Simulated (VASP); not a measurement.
# Zn (I4_1/amd) in VASP: single point with PBE

Aim: the single point of Zn with PBE.

All numbers are computed with VASP 6.6.1; they aren't measurements. Logs are shortened: lines on timing, memory, paths and dates and some standing lists are left out, and cuts for length are marked.

## (1) The cell of the first run

Symmetry: I4_1/amd, No. 141, tetragonal system. The conventional cell has a = 4.907 Å, b = 4.907 Å, c = 2.448 Å, α = 90.00°, β = 90.00°, γ = 90.00°. Within 3.2 Å of Zn (site symmetry -4m2) lie 10 Zn at 2.45 to 3.06 Å.

## (2) Single point, PBE (14.73 Å³/atom)

INCAR reads:

```
SYSTEM = Zn
  ALGO = Normal
  EDIFF = 1E-6
  ENCUT = 520
  GGA = PE
  ISIF = 2
  ISMEAR = -1
  LASPH = .True.
  LCHARG = .False.
  LREAL = .False.
  LWAVE = .False.
  NBANDS = 19
  NELM = 80
  PREC = Accurate
  SIGMA = 0.1
```

KPOINTS reads:

```
k-points
0
Gamma
  16 16 16
  0 0 0
```

POSCAR reads:

```
Zn
1.0
   -2.4534472830      2.4534472830      1.2239526412
    2.4534472830     -2.4534472830      1.2239526412
    2.4534472830      2.4534472830     -1.2239526412
Zn
2
Direct
   -0.3750000000     -0.1250000000     -0.2500000000
    0.3750000000      0.1250000000      0.2500000000
```

Potentials or basis: VASP PAW PBE potentials, release 64 (Zn).

Started as:

```bash
cat potpaw_PBE.64/Zn/POTCAR > POTCAR
mpirun -np 1 vasp_std > vasp.out
```

OUTCAR:

```text
SYSTEM = Zn
   EDIFF = 1E-6
   ENCUT = 520
   GGA = PE
   ISIF = 2
   ISMEAR = -1
   LASPH = .True.
   LREAL = .False.
   NELM = 80
   PREC = Accurate

 ion  position               nearest neighbor table
   1  0.625  0.875  0.750-   2 2.53   2 2.53   2 2.53   2 2.53
   2  0.375  0.125  0.250-   1 2.53   1 2.53   1 2.53   1 2.53

  LATTYP: Found a body centered tetragonal cell.
 ALAT       =     4.9068945660
 C/A-ratio  =     0.4988705686

  Lattice vectors:

 A1 = (  -2.4534472830,   2.4534472830,   1.2239526412)
 A2 = (   2.4534472830,  -2.4534472830,   1.2239526412)
 A3 = (   2.4534472830,   2.4534472830,  -1.2239526412)

Analysis of symmetry for initial positions (statically):
=====================================================================
 Subroutine PRICEL returns:
 Original cell was already a primitive cell.

 Routine SETGRP: Setting up the symmetry group for a
 body centered tetragonal supercell.

 Subroutine GETGRP returns: Found 16 space group operations
 (whereof  4 operations were pure point group operations)
 out of a pool of 16 trial point group operations.

The static configuration has the point symmetry C_2h.
 The point group associated with its full space group is D_4h.

Analysis of symmetry for dynamics (positions and initial velocities):
=====================================================================
 Subroutine PRICEL returns:
 Original cell was already a primitive cell.

 Routine SETGRP: Setting up the symmetry group for a
 body centered tetragonal supercell.

 Subroutine GETGRP returns: Found 16 space group operations
 (whereof  4 operations were pure point group operations)
 out of a pool of 16 trial point group operations.

The dynamic configuration has the point symmetry C_2h.
 The point group associated with its full space group is D_4h.

 Subroutine INISYM returns: Found 16 space group operations
 (whereof  4 operations are pure point group operations),
 and found     1 'primitive' translations

----------------------------------------------------------------------------------------

                                     Primitive cell

  volume of cell :      29.4699

  direct lattice vectors                    reciprocal lattice vectors
    -2.453447283  2.453447283  1.223952641     0.000000000  0.203794882  0.408512538
     2.453447283 -2.453447283  1.223952641     0.203794882  0.000000000  0.408512538
     2.453447283  2.453447283 -1.223952641     0.203794882  0.203794882  0.000000000

  length of vectors
     3.679248185  3.679248185  3.679248185     0.456524750  0.456524750  0.288209486

  position of ions in fractional coordinates (direct lattice)
     0.625000000  0.875000000  0.750000000
     0.375000000  0.125000000  0.250000000

  ion indices of the primitive-cell ions
   primitive index   ion index
                 1           1
                 2           2

----------------------------------------------------------------------------------------

 KPOINTS: k-points

Automatic generation of k-mesh.
 Grid dimensions read from file:
 generate k-points for:   16   16   16

 Generating k-lattice:

  Cartesian coordinates                     Fractional coordinates (reciprocal lattice)
     0.000000000  0.012737180  0.025532034     0.062500000  0.000000000  0.000000000
     0.012737180  0.000000000  0.025532034     0.000000000  0.062500000  0.000000000
     0.012737180  0.012737180  0.000000000     0.000000000  0.000000000  0.062500000

  Length of vectors
     0.028532797  0.028532797  0.018013093

  Shift w.r.t. Gamma in fractional coordinates (k-lattice)
     0.000000000  0.000000000  0.000000000

 Subroutine IBZKPT returns following result:
 ===========================================

 Found    349 irreducible k-points:

 Following reciprocal coordinates:
            Coordinates               Weight
  0.000000  0.000000  0.000000      1.000000
  0.062500  0.000000  0.000000      8.000000
  0.125000  0.000000  0.000000      8.000000
  0.187500  0.000000  0.000000      8.000000
  0.250000  0.000000  0.000000      8.000000
  0.312500 -0.000000  0.000000      8.000000
[... 16 lines left out ...]
 -0.125000  0.062500  0.000000     16.000000
 -0.062500  0.062500  0.000000      4.000000
 [... further k-points ...]
   k-points           NKPTS =    349   k-points in BZ     NKDIM =    349   number of bands    NBANDS=     19
   number of dos      NEDOS =    301   number of ions     NIONS =      2
   total plane-waves  NPLWV =  21952
   dimension x,y,z NGX =    28 NGY =   28 NGZ =   28
   dimension x,y,z NGXF=    56 NGYF=   56 NGZF=   56
   ions per type =               2
   NGX,Y,Z   is equivalent  to a cutoff of  12.65, 12.65, 12.65 a.u.
   NGXF,Y,Z  is equivalent  to a cutoff of  25.30, 25.30, 25.30 a.u.
 SYSTEM =  Zn
   PREC   = accura    normal or accurate (medium, high low for compatibility)
   ISTART =      0    job   : 0-new  1-cont  2-samecut
   ICHARG =      2    charge: 1-file 2-atom 10-const
   ISPIN  =      1    spin polarized calculation?
   LNONCOLLINEAR =      F non collinear calculations
   LSORBIT =      F    spin-orbit coupling
   LASPH  =      T    aspherical Exc in radial PAW
   ENCUT  =  520.0 eV  38.22 Ry    6.18 a.u.   6.84  6.84  6.84*2*pi/ulx,y,z
   NELM   =     80;   NELMIN=  2; NELMDL= -5     # of ELM steps
   EDIFF  = 0.1E-05   stopping-criterion for ELM
   LREAL  =      F    real-space projection
   EDIFFG = 0.1E-04   stopping-criterion for IOM
   NSW    =      0    number of steps for IOM
   IBRION =     -1    ionic relax: 0-MD 1-quasi-New 2-CG
   NFREE  =      0    steps in history (QN), initial steepest desc. (CG)
   ISIF   =      2    stress and relaxation
   ISYM   =      2    0-nonsym 1-usesym 2-fastsym
   POTIM  = 0.5000    time-step for ionic-motion
   TEBEG  =    0.0;   TEEND  =   0.0 temperature during run
   PSTRESS=    0.0 pullay stress
   NELECT =      24.0000    total number of electrons
   NUPDOWN=      -1.0000    fix difference up-down
   EMIN   =  10.00;   EMAX   =-10.00  energy-range for DOS
   EFERMI =   0.00;   METHOD = LEGACY
   ISMEAR =    -1;   SIGMA  =   0.10  broadening in eV -4-tet -1-fermi 0-gaus
   EFERMI_NEDOS =   21; number of points for ismear=-14 and -15
   IALGO  =     38    algorithm
   IMIX   =      4    mixing-type and parameters
     AMIX     =   0.40;   BMIX     =  1.00
     AMIX_MAG =   1.60;   BMIX_MAG =  1.00
  volume/ion in A,a.u.               =      14.73        99.44
  Fermi-wavevector in a.u.,A,eV,Ry     =   1.528807  2.889026 31.800213  2.337250
  Thomas-Fermi vector in A             =   2.636515
   LORBIT       =      0    0 simple, 1 ext, 2 COOP (PROOUT), +10 PAW based schemes
   GGA     = PE    functional components
   LHFCALC =     F    Hartree Fock is set to
   AEXX    =    0.0000 exact exchange contribution
   IVDW    =     0    specifies the selected vdW correction
   LEPSILON=     F    determine dielectric tensor
   LRPA    =     F    only Hartree local field effects (RPA)
 non-spin polarized calculation
  energy-cutoff  :      520.00
  volume of cell :       29.47
 maximum number of plane-waves:       809
   NGX = 13   NGY = 13   NGZ = 13

 number of electron      24.0000021 magnetization

 Free energy of the ion-electron system (eV)
  ---------------------------------------------------
  ext. energy  EPLUGINS =         0.00000000
  ---------------------------------------------------
  free energy    TOTEN  =        -1.68232346 eV

  energy without entropy =       -1.66179219  energy(sigma->0) =       -1.67205782

 E-fermi :   3.2682     XC(G=0): -11.6718

 val. band max:        3.2509372786   @ k =  -0.2500   0.0625  -0.0000
 cond. band min:       3.2693188248   @ k =   0.5000   0.1250   0.0000
 fundamental gap:      0.0183815462
 Fermi energy:         3.2682356805

 k-point     1 :       0.0000    0.0000    0.0000
  band No.  band energies     occupation
      1      -7.3312      2.00000
      2      -5.2840      2.00000
      3      -5.2284      2.00000
      4      -5.1967      2.00000
      5      -5.0753      2.00000
      6      -3.9854      2.00000
[... 11 lines left out ...]
     18      20.1828      0.00000
     19      21.8612      0.00000

 k-point     2 :       0.0625    0.0000    0.0000
  band No.  band energies     occupation
      1      -7.2015      2.00000
      2      -5.2597      2.00000
      3      -5.2198      2.00000
      4      -5.1359      2.00000
      5      -5.0416      2.00000
      6      -4.0594      2.00000
[... 11 lines left out ...]
     18      20.5018      0.00000
     19      20.8596      0.00000

 k-point     3 :       0.1250    0.0000    0.0000
  band No.  band energies     occupation
      1      -6.8189      2.00000
      2      -5.1909      2.00000
      3      -5.1792      2.00000
      4      -4.9809      2.00000
      5      -4.9422      2.00000
      6      -4.2015      2.00000
[... 11 lines left out ...]
     18      17.9226      0.00000
     19      19.1414      0.00000

 k-point     4 :       0.1875    0.0000    0.0000
  band No.  band energies     occupation
      1      -6.2162      2.00000
      2      -5.1159      2.00000
      3      -5.0912      2.00000
      4      -4.8037      2.00000
      5      -4.7429      2.00000
      6      -4.3813      2.00000
[... 11 lines left out ...]
     18      16.9019      0.00000
     19      17.2547      0.00000

 k-point     5 :       0.2500    0.0000    0.0000
  band No.  band energies     occupation
      1      -5.5349      2.00000
      2      -5.0549      2.00000
      3      -4.9935      2.00000
      4      -4.6197      2.00000
      5      -4.5496      2.00000
      6      -4.5264      2.00000
[... 11 lines left out ...]
     18      15.1631      0.00000
     19      15.4317      0.00000

 k-point     6 :       0.3125   -0.0000    0.0000
  band No.  band energies     occupation
      1      -5.1727      2.00000
      2      -5.0123      2.00000
      3      -4.9808      2.00000
      4      -4.6519      2.00000
      5      -4.6106      2.00000
      6      -4.3179      2.00000
[... 11 lines left out ...]
     18      14.2892      0.00000
     19      14.6849      0.00000

 k-point     7 :       0.3750    0.0000    0.0000
  band No.  band energies     occupation
      1      -5.1590      2.00000
      2      -5.0690      2.00000
      3      -4.9264      2.00000
      4      -4.7765      2.00000
      5      -4.5435      2.00000
      6      -4.3891      2.00000
[... 11 lines left out ...]
     18      15.2906      0.00000
     19      16.4674      0.00000

 k-point     8 :       0.4375    0.0000    0.0000
  band No.  band energies     occupation
      1      -5.1885      2.00000
      2      -5.1506      2.00000
      3      -4.9157      2.00000
      4      -4.8250      2.00000
      5      -4.4685      2.00000
      6      -4.4371      2.00000
[... 256 lines left out ...]
 k-point    20 :      -0.3125    0.0625   -0.0000
  band No.  band energies     occupation
      1      -5.4015      2.00000
      2      -5.0348      2.00000
      3      -4.9609      2.00000
      4      -4.6473      2.00000
      5      -4.5587      2.00000
      6      -4.4910      2.00000
[... 11 lines left out ...]
     18      14.8504      0.00000
     19      16.0497      0.00000

 k-point    21 :      -0.2500    0.0625   -0.0000
  band No.  band energies     occupation
      1      -6.0425      2.00000
      2      -5.0850      2.00000
      3      -5.0517      2.00000
      4      -4.8336      2.00000
      5      -4.7551      2.00000
      6      -4.3607      2.00000
[... 11 lines left out ...]
     18      16.6154      0.00000
     19      17.4993      0.00000

 k-point    22 :      -0.1875    0.0625    0.0000
  band No.  band energies     occupation
      1      -6.6760      2.00000
      2      -5.1561      2.00000
      3      -5.1549      2.00000
      4      -4.9926      2.00000
      5      -4.9474      2.00000
      6      -4.1916      2.00000
[... 11 lines left out ...]
     18      17.5255      0.00000
     19      18.8662      0.00000

 k-point    23 :      -0.1250    0.0625    0.0000
  band No.  band energies     occupation
      1      -7.1037      2.00000
      2      -5.2340      2.00000
      3      -5.2110      2.00000
      4      -5.1321      2.00000
      5      -5.0437      2.00000
      6      -4.0553      2.00000
[... 11 lines left out ...]
     18      20.4565      0.00000
     19      21.1733      0.00000

 k-point    24 :      -0.0625    0.0625    0.0000
  band No.  band energies     occupation
      1      -7.2820      2.00000
      2      -5.2706      2.00000
      3      -5.2307      2.00000
      4      -5.1878      2.00000
      5      -5.0760      2.00000
      6      -3.9896      2.00000
[... 11 lines left out ...]
     18      20.8654      0.00000
     19      22.2806      0.00000

 [... further k-points ...]

------------------------ aborting loop because EDIFF is reached ----------------------------------------

  FORCE on cell =-STRESS in cart. coord.  units (eV):
  Direction    XX          YY          ZZ          XY          YZ          ZX
  --------------------------------------------------------------------------------------
  -------------------------------------------------------------------------------------
  Total        2.3881225      2.3881225      2.4374099      0.0000000     -0.0000000      0.0000000
  in kB      129.8342041    129.8342041    132.5137956      0.0000000     -0.0000000      0.0000000
  external PRESSURE =     130.7274013 kB  Pullay stress =       0.0000000 kB

 VOLUME and BASIS-vectors are now :
 -----------------------------------------------------------------------------
  energy-cutoff  :      520.00
  volume of cell :       29.47
      direct lattice vectors                 reciprocal lattice vectors
    -2.453447283  2.453447283  1.223952641     0.000000000  0.203794882  0.408512538
     2.453447283 -2.453447283  1.223952641     0.203794882  0.000000000  0.408512538
     2.453447283  2.453447283 -1.223952641     0.203794882  0.203794882  0.000000000

 POSITION                                       TOTAL-FORCE (eV/Angst)
 -----------------------------------------------------------------------------------
      2.45345      1.22672      0.91796         0.000000      0.000000      0.000000
      0.00000      1.22672      0.30599        -0.000000     -0.000000     -0.000000
 -----------------------------------------------------------------------------------
    total drift:                                0.000000      0.000000     -0.000000

  FREE ENERGIE OF THE ION-ELECTRON SYSTEM (eV)
  ---------------------------------------------------
  free  energy   TOTEN  =        -1.6823234625 eV

  energy  without entropy=       -1.6617921874  energy(sigma->0) =       -1.67205782
```

Wall time 2.8 min (1 thread of Intel Xeon 8259CL, shared host); peak memory 0.28 GiB.

Results:

```
Free energy            : -1.6823 eV
Pressure               : 13.1 GPa
Band gap on the k mesh : zero (bands 12 and 13 overlap by 7.50 eV)
```

Stress tensor (GPa, compression positive):
```
12.98  0.00  0.00
 0.00 12.98  0.00
 0.00  0.00 13.25
```

Levels at points of the mesh, in eV from the Fermi level:
```csv
k point,band 8,band 9,band 10,band 11,band 12,band 13,band 14,band 15,band 16,band 17
"(0.00, 0.00, 0.00)",-7.24,-7.24,-7.10,-6.84,1.23,1.23,3.73,6.41,13.86,13.86
"(0.50, 0.00, 0.00)",-7.21,-7.07,-6.89,-2.50,-1.10,2.62,3.78,5.18,6.97,10.08
"(0.50, 0.50, 0.00)",-7.26,-7.15,-7.15,-6.60,-6.60,5.36,5.36,7.39,7.39,17.20
"(0.50, 0.50, 0.50)",-7.23,-7.22,-7.22,-3.78,-3.78,-2.91,-2.91,15.62,15.62,19.45
```

Caveat: the cell stands under pressure.
